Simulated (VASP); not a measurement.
Wanted: the native input for a VASP 6.6.1 run.

* Task: single point
* Functional: LDA
* Potentials or basis: VASP PAW LDA potentials, release 64 (Sn_d, O)
* Cutoff: 520 eV
* k mesh: 6 × 6 × 6
* Occupations: gaussian, width 0.05 eV
* Spin: no spin polarisation
* Dipole correction: no
* Further INCAR settings: ALGO = Normal; EDIFF = 1e-07; NBANDS = 64

The structure of SnO2 lies in POSCAR:

```
SnO2
1.0
    2.9551233075      1.7061412371      4.5197625946
   -2.9551233075      1.7061412371      4.5197625946
    0.0000000000     -3.4122824741      4.5197625947
Sn O
4 8
Direct
    0.8645353782      0.8645353782      0.8645353782
    0.3648691645      0.3648691645      0.8648751974
    0.3648691645      0.8648751974      0.3648691645
    0.8648751974      0.3648691645      0.3648691645
    0.1199116729      0.6196051221      0.6196051221
    0.6196051221      0.1199116729      0.6196051221
    0.6196051221      0.6196051221      0.1199116729
    0.6099370359      0.6099370359      0.6099370359
    0.1198492242      0.1198492242      0.1198492242
    0.1096932183      0.1096932183      0.6100024814
    0.1096932183      0.6100024814      0.1096932183
    0.6100024814      0.1096932183      0.1096932183
```

The input as run:

INCAR

```
SYSTEM = SnO2
ALGO = Normal
EDIFF = 1E-7
ENCUT = 520
ISIF = 2
ISMEAR = 0
LASPH = .TRUE.
LCHARG = .FALSE.
LREAL = .FALSE.
LWAVE = .FALSE.
NBANDS = 64
NELM = 80
PREC = Accurate
SIGMA = 0.05
```

KPOINTS

```
k-points
0
G
  6 6 6
  0 0 0
```

Potentials or basis: VASP PAW LDA potentials, release 64 (Sn_d, O).

The run is started by

```bash
$ cat potpaw_LDA.64/Sn_d/POTCAR potpaw_LDA.64/O/POTCAR > POTCAR
$ mpirun -np 1 vasp_std > vasp.out
```

It gave:

* Pressure: 32.1 GPa
* Largest force: 0.727 eV/Å
* Band gap on the k mesh: 3.18 eV

Caveat: the cell stands under pressure; spin-orbit coupling is left out, which moves the levels of the heavy elements.

Run time: 5.6 min on 1 thread of Intel(R) Xeon(R) Platinum 8488C (Sapphire Rapids), with other jobs on the host, peak memory 0.33 GiB.
